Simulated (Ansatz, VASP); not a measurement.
## Nb in VASP and in Ansatz

```
Nb
1.0
    -1.63608    1.63608    1.63608
     1.63608   -1.63608    1.63608
     1.63608    1.63608   -1.63608
Nb
1
Direct
  0.00000 0.00000 0.00000
```

Alike in both runs: functional PBEsol; k mesh 16 × 16 × 16; occupations fermi-dirac, width 0.1 eV; no spin polarisation.

Ansatz relaxed the structure, and its values are those at the end. VASP's run is a single point on that final structure, the one shown.

|  | VASP | Ansatz |
| --- | --- | --- |
| version | VASP 6.6.1 | Ansatz 0.2.0 |
| potentials or method | VASP PAW PBE potentials, release 64 (Nb_sv) | PAW with Ansatz's default frozen-core files, scalar-relativistic |
| plane-wave cutoff (eV) | 520 | 420 |
| valence electrons in the cell | 13 | 13 |

VASP gave:

* pressure (GPa): -0.3

Problem. What did Ansatz give for the same quantities?

Solution. Pressure (GPa): 0.0.

VASP's potentials were made for PBE, not for PBEsol.
